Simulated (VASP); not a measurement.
# Au (Fm-3m) in VASP: a series of runs

Aim: see how the results for Au move with the level of theory and the settings. Levels: r2SCAN+rVV10, r2SCAN50. Tasks: single point.

All numbers are computed with VASP 6.6.1; they aren't measurements. Logs are shortened: lines on timing, memory, paths and dates and some standing lists are left out, and cuts for length are marked.

## 1. The cell of the first run

It takes space group Fm-3m (No. 225, cubic). Conventional cell: a = 3.987 Å, b = 3.987 Å, c = 3.987 Å, α = 90.00°, β = 90.00°, γ = 90.00°. Au (site symmetry m-3m) has 12 Au at 2.82 Å within 3.7 Å.

## 2. Single point, r2SCAN+rVV10

Input file POSCAR:

```
Au
1.0
    0.0000000000      1.9934577312      1.9934577312
    1.9934577312      0.0000000000      1.9934577312
    1.9934577312      1.9934577312      0.0000000000
Au
1
Direct
    0.0000000000      0.0000000000      0.0000000000
```

Input file INCAR.step1:

```
SYSTEM = Au
  PREC = Accurate
  ENCUT = 550
  ISMEAR = -1
  SIGMA = 0.05
  LREAL = .FALSE.
  LASPH = .TRUE.
  NELM = 120
  NBANDS = 16
  GGA = PE
  ALGO = Normal
  EDIFF = 1E-5
  LWAVE = .TRUE.
  LCHARG = .FALSE.
  GGA_COMPAT = .FALSE.
```

Input file INCAR.step2:

```
SYSTEM = Au
  PREC = Accurate
  ENCUT = 550
  EDIFF = 1E-6
  ISMEAR = -1
  SIGMA = 0.05
  LREAL = .FALSE.
  LASPH = .TRUE.
  NELM = 120
  ALGO = Normal
  ISIF = 2
  LWAVE = .FALSE.
  LCHARG = .TRUE.
  METAGGA = R2SCAN
  LMIXTAU = .TRUE.
  LUSE_VDW = .TRUE.
  IVDW_NL = 2
  BPARAM = 11.95
  CPARAM = 0.0093
  LELF = .TRUE.
  LVHAR = .TRUE.
  NBANDS = 16
  ISTART = 1
  GGA_COMPAT = .FALSE.
```

Input file KPOINTS:

```
Automatic mesh
0
G
  11 11 11
  0 0 0
```

Potentials or basis: VASP PAW PBE potentials, release 64 (Au_sv_GW).

Run with:

```sh
cat potpaw_PBE.64/Au_sv_GW/POTCAR > POTCAR
cp INCAR.step1 INCAR
mpirun -np 1 vasp_std > vasp.out
cp INCAR.step2 INCAR
mpirun -np 1 vasp_std > vasp.out
```

OUTCAR:

```text
SYSTEM = Au
   PREC = Accurate
   ENCUT = 550
   EDIFF = 1E-6
   ISMEAR = -1
   LREAL = .FALSE.
   LASPH = .TRUE.
   NELM = 120
   ISIF = 2
   METAGGA = R2SCAN
   IVDW_NL = 2
   BPARAM = 11.95
   ISTART = 1

 ion  position               nearest neighbor table
   1  0.000  0.000  0.000-

  LATTYP: Found a face centered cubic cell.
 ALAT       =     3.9869154624

  Lattice vectors:

 A1 = (   0.0000000000,   1.9934577312,   1.9934577312)
 A2 = (   1.9934577312,   0.0000000000,   1.9934577312)
 A3 = (   1.9934577312,   1.9934577312,   0.0000000000)

Analysis of symmetry for initial positions (statically):
=====================================================================
 Subroutine PRICEL returns:
 Original cell was already a primitive cell.

 Routine SETGRP: Setting up the symmetry group for a
 face centered cubic supercell.

 Subroutine GETGRP returns: Found 48 space group operations
[... 9 lines left out ...]

 Routine SETGRP: Setting up the symmetry group for a
 face centered cubic supercell.

 Subroutine GETGRP returns: Found 48 space group operations
[... 11 lines left out ...]
                                     Primitive cell

  volume of cell :      15.8435

  direct lattice vectors                    reciprocal lattice vectors
     0.000000000  1.993457731  1.993457731    -0.250820467  0.250820467  0.250820467
     1.993457731  0.000000000  1.993457731     0.250820467 -0.250820467  0.250820467
     1.993457731  1.993457731  0.000000000     0.250820467  0.250820467 -0.250820467

  length of vectors
     2.819174959  2.819174959  2.819174959     0.434433793  0.434433793  0.434433793

  position of ions in fractional coordinates (direct lattice)
     0.000000000  0.000000000  0.000000000

  ion indices of the primitive-cell ions
   primitive index   ion index
                 1           1

----------------------------------------------------------------------------------------

 KPOINTS: Automatic mesh

Automatic generation of k-mesh.
 Grid dimensions read from file:
 generate k-points for:   11   11   11

 Generating k-lattice:

  Cartesian coordinates                     Fractional coordinates (reciprocal lattice)
    -0.022801861  0.022801861  0.022801861     0.090909091  0.000000000  0.000000000
     0.022801861 -0.022801861  0.022801861     0.000000000  0.090909091  0.000000000
     0.022801861  0.022801861 -0.022801861     0.000000000  0.000000000  0.090909091

  Length of vectors
     0.039493981  0.039493981  0.039493981

  Shift w.r.t. Gamma in fractional coordinates (k-lattice)
     0.000000000  0.000000000  0.000000000

 Subroutine IBZKPT returns following result:
 ===========================================

 Found     56 irreducible k-points:

 Following reciprocal coordinates:
            Coordinates               Weight
  0.000000  0.000000  0.000000      1.000000
  0.090909  0.000000  0.000000      8.000000
  0.181818  0.000000  0.000000      8.000000
  0.272727  0.000000  0.000000      8.000000
  0.363636  0.000000  0.000000      8.000000
  0.454545  0.000000  0.000000      8.000000
[... 16 lines left out ...]
 -0.272727  0.181818  0.000000     24.000000
 -0.181818  0.181818  0.000000     12.000000
 [... further k-points ...]
   k-points           NKPTS =     56   k-points in BZ     NKDIM =     56   number of bands    NBANDS=     16
   number of dos      NEDOS =    301   number of ions     NIONS =      1
   total plane-waves  NPLWV =  13824
   dimension x,y,z NGX =    24 NGY =   24 NGZ =   24
   dimension x,y,z NGXF=    48 NGYF=   48 NGZF=   48
   ions per type =               1
   NGX,Y,Z   is equivalent  to a cutoff of  14.15, 14.15, 14.15 a.u.
   NGXF,Y,Z  is equivalent  to a cutoff of  28.31, 28.31, 28.31 a.u.
 SYSTEM =  Au
   PREC   = accura    normal or accurate (medium, high low for compatibility)
   ISTART =      1    job   : 0-new  1-cont  2-samecut
   ICHARG =      0    charge: 1-file 2-atom 10-const
   ISPIN  =      1    spin polarized calculation?
   LNONCOLLINEAR =      F non collinear calculations
   LSORBIT =      F    spin-orbit coupling
   LASPH  =      T    aspherical Exc in radial PAW
   ENCUT  =  550.0 eV  40.42 Ry    6.36 a.u.   5.39  5.39  5.39*2*pi/ulx,y,z
   NELM   =    120;   NELMIN=  2; NELMDL=  0     # of ELM steps
   EDIFF  = 0.1E-05   stopping-criterion for ELM
   LREAL  =      F    real-space projection
   EDIFFG = 0.1E-04   stopping-criterion for IOM
   NSW    =      0    number of steps for IOM
   IBRION =     -1    ionic relax: 0-MD 1-quasi-New 2-CG
   NFREE  =      0    steps in history (QN), initial steepest desc. (CG)
   ISIF   =      2    stress and relaxation
   ISYM   =      2    0-nonsym 1-usesym 2-fastsym
   POTIM  = 0.5000    time-step for ionic-motion
   TEBEG  =    0.0;   TEEND  =   0.0 temperature during run
   PSTRESS=    0.0 pullay stress
   NELECT =      19.0000    total number of electrons
   NUPDOWN=      -1.0000    fix difference up-down
   EMIN   =  10.00;   EMAX   =-10.00  energy-range for DOS
[... 5 lines left out ...]
     AMIX     =   0.40;   BMIX     =  1.00
     AMIX_MAG =   1.60;   BMIX_MAG =  1.00
  volume/ion in A,a.u.               =      15.84       106.92
  Fermi-wavevector in a.u.,A,eV,Ry     =   1.739305  3.286809 41.160084  3.025181
  Thomas-Fermi vector in A             =   2.812171
   LORBIT       =      0    0 simple, 1 ext, 2 COOP (PROOUT), +10 PAW based schemes
   METAGGA = R2SCAN    functional components
   LHFCALC =     F    Hartree Fock is set to
   AEXX    =    0.0000 exact exchange contribution
   IVDW_NL    =     2    kernel type
   BPARAM     =11.9500
   IVDW    =     0    specifies the selected vdW correction
   LEPSILON=     F    determine dielectric tensor
   LRPA    =     F    only Hartree local field effects (RPA)
 non-spin polarized calculation
  energy-cutoff  :      550.00
  volume of cell :       15.84
 maximum number of plane-waves:       483
 NGX is ok and might be reduce to    24
   NGX = 11   NGY = 11   NGZ = 11

 number of electron      18.9999997 magnetization

 Free energy of the ion-electron system (eV)
  ---------------------------------------------------
  ext. energy  EPLUGINS =         0.00000000
  ---------------------------------------------------
  free energy    TOTEN  =       -49.36437753 eV

  energy without entropy =      -49.36299938  energy(sigma->0) =      -49.36368846

 E-fermi :   9.8613     XC(G=0): -14.8703

 val. band max:        9.7190028367   @ k =   0.4545   0.2727   0.0000
 cond. band min:       9.9619938845   @ k =  -0.4545   0.0909   0.0000
 fundamental gap:      0.2429910479
 Fermi energy:         9.8613297236

 k-point     1 :       0.0000    0.0000    0.0000
  band No.  band energies     occupation
      1     -98.4016      2.00000
      2     -48.9893      2.00000
      3     -48.9893      2.00000
      4     -48.9893      2.00000
      5      -1.0582      2.00000
      6       4.4450      2.00000
[... 8 lines left out ...]
     15      35.1145      0.00000
     16      40.6622      0.00000

 k-point     2 :       0.0909    0.0000    0.0000
  band No.  band energies     occupation
      1     -98.4000      2.00000
      2     -49.0147      2.00000
      3     -48.9933      2.00000
      4     -48.9933      2.00000
      5      -0.7405      2.00000
      6       4.3412      2.00000
[... 8 lines left out ...]
     15      36.1276      0.00000
     16      38.2092      0.00000

 k-point     3 :       0.1818    0.0000    0.0000
  band No.  band energies     occupation
      1     -98.3958      2.00000
      2     -49.0815      2.00000
      3     -49.0036      2.00000
      4     -49.0036      2.00000
      5       0.1202      2.00000
      6       4.1806      2.00000
[... 8 lines left out ...]
     15      33.6685      0.00000
     16      35.9902      0.00000

 k-point     4 :       0.2727    0.0000    0.0000
  band No.  band energies     occupation
      1     -98.3903      2.00000
      2     -49.1681      2.00000
      3     -49.0165      2.00000
      4     -49.0165      2.00000
      5       1.0952      2.00000
      6       4.5019      2.00000
[... 8 lines left out ...]
     15      33.3529      0.00000
     16      34.3065      0.00000

 k-point     5 :       0.3636    0.0000    0.0000
  band No.  band energies     occupation
      1     -98.3853      2.00000
      2     -49.2469      2.00000
      3     -49.0285      2.00000
      4     -49.0285      2.00000
      5       1.5012      2.00000
      6       4.5428      2.00000
[... 8 lines left out ...]
     15      35.5574      0.00000
     16      35.5765      0.00000

 k-point     6 :       0.4545    0.0000    0.0000
  band No.  band energies     occupation
      1     -98.3823      2.00000
      2     -49.2936      2.00000
      3     -49.0356      2.00000
      4     -49.0356      2.00000
      5       1.5217      2.00000
      6       4.4052      2.00000
[... 8 lines left out ...]
     15      36.8891      0.00000
     16      36.8891      0.00000

 k-point     7 :       0.0909    0.0909    0.0000
  band No.  band energies     occupation
      1     -98.3995      2.00000
      2     -49.0139      2.00000
      3     -48.9991      2.00000
      4     -48.9991      2.00000
      5      -0.6330      2.00000
      6       4.2171      2.00000
[... 8 lines left out ...]
     15      37.3835      0.00000
     16      37.7034      0.00000

 k-point     8 :       0.1818    0.0909    0.0000
  band No.  band energies     occupation
      1     -98.3962      2.00000
      2     -49.0636      2.00000
      3     -49.0109      2.00000
      4     -49.0063      2.00000
      5       0.0594      2.00000
      6       3.9863      2.00000
[... 8 lines left out ...]
     15      34.3293      0.00000
     16      36.1346      0.00000

 k-point     9 :       0.2727    0.0909    0.0000
  band No.  band energies     occupation
      1     -98.3911      2.00000
      2     -49.1418      2.00000
      3     -49.0247      2.00000
      4     -49.0181      2.00000
      5       1.0687      2.00000
      6       3.9584      2.00000
[... 8 lines left out ...]
     15      33.3000      0.00000
     16      35.0757      0.00000
[... 172 lines left out ...]
 k-point    19 :       0.3636    0.1818    0.0000
  band No.  band energies     occupation
      1     -98.3850      2.00000
      2     -49.1994      2.00000
      3     -49.0576      2.00000
      4     -49.0526      2.00000
      5       2.1193      2.00000
      6       3.5571      2.00000
[... 8 lines left out ...]
     15      33.5598      0.00000
     16      36.3514      0.00000

 k-point    20 :       0.4545    0.1818    0.0000
  band No.  band energies     occupation
      1     -98.3812      2.00000
      2     -49.2503      2.00000
      3     -49.0791      2.00000
      4     -49.0581      2.00000
      5       2.2665      2.00000
      6       3.9486      2.00000
[... 8 lines left out ...]
     15      36.6099      0.00000
     16      36.9791      0.00000

 k-point    21 :      -0.4545    0.1818    0.0000
  band No.  band energies     occupation
      1     -98.3795      2.00000
      2     -49.2703      2.00000
      3     -49.0965      2.00000
      4     -49.0547      2.00000
      5       2.3107      2.00000
      6       3.8947      2.00000
[... 8 lines left out ...]
     15      36.9121      0.00000
     16      37.1609      0.00000

 k-point    22 :      -0.3636    0.1818    0.0000
  band No.  band energies     occupation
      1     -98.3805      2.00000
      2     -49.2551      2.00000
      3     -49.1028      2.00000
      4     -49.0438      2.00000
      5       2.4194      2.00000
      6       3.9889      2.00000
[... 8 lines left out ...]
     15      34.9434      0.00000
     16      37.1094      0.00000

 k-point    23 :      -0.2727    0.1818    0.0000
  band No.  band energies     occupation
      1     -98.3839      2.00000
      2     -49.2124      2.00000
      3     -49.0926      2.00000
      4     -49.0285      2.00000
      5       2.4392      2.00000
      6       4.0268      2.00000
[... 8 lines left out ...]
     15      32.2598      0.00000
     16      37.2047      0.00000

 k-point    24 :      -0.1818    0.1818    0.0000
  band No.  band energies     occupation
      1     -98.3885      2.00000
      2     -49.1604      2.00000
      3     -49.0646      2.00000
      4     -49.0140      2.00000
      5       1.7435      2.00000
      6       3.7454      2.00000
[... 8 lines left out ...]
     15      33.5750      0.00000
     16      36.4662      0.00000

 [... further k-points ...]

------------------------ aborting loop because EDIFF is reached ----------------------------------------

  FORCE on cell =-STRESS in cart. coord.  units (eV):
  Direction    XX          YY          ZZ          XY          YZ          ZX
  --------------------------------------------------------------------------------------
  -------------------------------------------------------------------------------------
  Total        1.7585801      1.7585801      1.7585801      0.0000000      0.0000000      0.0000000
  in kB      177.8368029    177.8368029    177.8368029      0.0000000      0.0000000      0.0000000
  external PRESSURE =     177.8368029 kB  Pullay stress =       0.0000000 kB

 VOLUME and BASIS-vectors are now :
 -----------------------------------------------------------------------------
  energy-cutoff  :      550.00
  volume of cell :       15.84
      direct lattice vectors                 reciprocal lattice vectors
     0.000000000  1.993457731  1.993457731    -0.250820467  0.250820467  0.250820467
     1.993457731  0.000000000  1.993457731     0.250820467 -0.250820467  0.250820467
     1.993457731  1.993457731  0.000000000     0.250820467  0.250820467 -0.250820467

 POSITION                                       TOTAL-FORCE (eV/Angst)
 -----------------------------------------------------------------------------------
      0.00000      0.00000      0.00000         0.000000      0.000000     -0.000000
 -----------------------------------------------------------------------------------
    total drift:                               -0.000000      0.000000      0.000000

  FREE ENERGIE OF THE ION-ELECTRON SYSTEM (eV)
  ---------------------------------------------------
  free  energy   TOTEN  =       -49.3643775311 eV

  energy  without entropy=      -49.3629993794  energy(sigma->0) =      -49.36368846
```

It used 160 s of CPU time on 1 thread of AMD EPYC 7R13 Processor (Zen 3), with other jobs on the host.

Results:

```yaml
Free_energy: -49.3644 eV
Pressure: 17.8 GPa
```

Levels at points of the mesh, in eV from the Fermi level:
| k point | band 7 | band 8 | band 9 | band 10 | band 11 | band 12 | band 13 | band 14 |
| --- | --- | --- | --- | --- | --- | --- | --- | --- |
| (0.00, 0.00, 0.00) | -5.42 | -5.42 | -3.68 | -3.68 | 15.04 | 19.58 | 19.58 | 19.58 |

Caveat: the PAW data sets were made with another functional, which shifts forces and pressure a little; spin-orbit coupling is left out, which moves the levels of the heavy elements.

## 3. Single point, r2SCAN50

POSCAR is that of step 2.

Input file INCAR.step1:

```
SYSTEM = Au
PREC = Accurate
ENCUT = 520
EDIFF = 1E-5
ISMEAR = -1
SIGMA = 0.05
LREAL = .FALSE.
LASPH = .TRUE.
NELM = 80
ALGO = Normal
ISIF = 2
LWAVE = .TRUE.
LCHARG = .FALSE.
NBANDS = 12
GGA = PE
```

Input file INCAR.step2:

```
SYSTEM = Au
PREC = Accurate
ENCUT = 520
EDIFF = 1E-6
ISMEAR = -1
SIGMA = 0.05
LREAL = .FALSE.
LASPH = .TRUE.
NELM = 80
ALGO = Normal
ISIF = 2
LWAVE = .FALSE.
LCHARG = .FALSE.
METAGGA = R2SCAN
LHFCALC = .TRUE.
AEXX = 0.5
LMIXTAU = .TRUE.
PRECFOCK = Normal
NBANDS = 12
ISTART = 1
```

Input file KPOINTS:

```
Automatic mesh
0
G
  6 6 6
  0 0 0
```

Potentials or basis: VASP PAW PBE potentials, release 64 (Au).

Run with:

```sh
cat potpaw_PBE.64/Au/POTCAR > POTCAR
cp INCAR.step1 INCAR
mpirun -np 1 vasp_std > vasp.out
cp INCAR.step2 INCAR
mpirun -np 1 vasp_std > vasp.out
```

Wall time 7.3 min (1 thread of Intel Xeon Platinum 8488C (Sapphire Rapids), shared host); peak memory 0.16 GiB.

Results (log left out):

```
Free energy : -28.3487 eV
Pressure    : 19.5 GPa
```

Levels at points of the mesh, in eV from the Fermi level:
```csv
k point,band 2,band 3,band 4,band 5,band 6,band 7,band 8,band 9,band 10,band 11
"(0.00, 0.00, 0.00)",-7.85,-7.85,-7.85,-5.97,-5.97,18.07,22.93,22.93,22.93,28.02
"(0.50, 0.00, 0.00)",-7.93,-7.93,-4.18,-4.18,-1.54,6.00,17.44,21.93,21.93,30.64
"(0.50, 0.50, 0.00)",-10.49,-4.38,-3.64,-3.64,2.58,9.74,13.67,13.67,22.12,25.15
```

Caveat: the k points lie up to 0.45 Å⁻¹ apart; the PAW data sets were made with another functional, which shifts forces and pressure a little; spin-orbit coupling is left out, which moves the levels of the heavy elements.
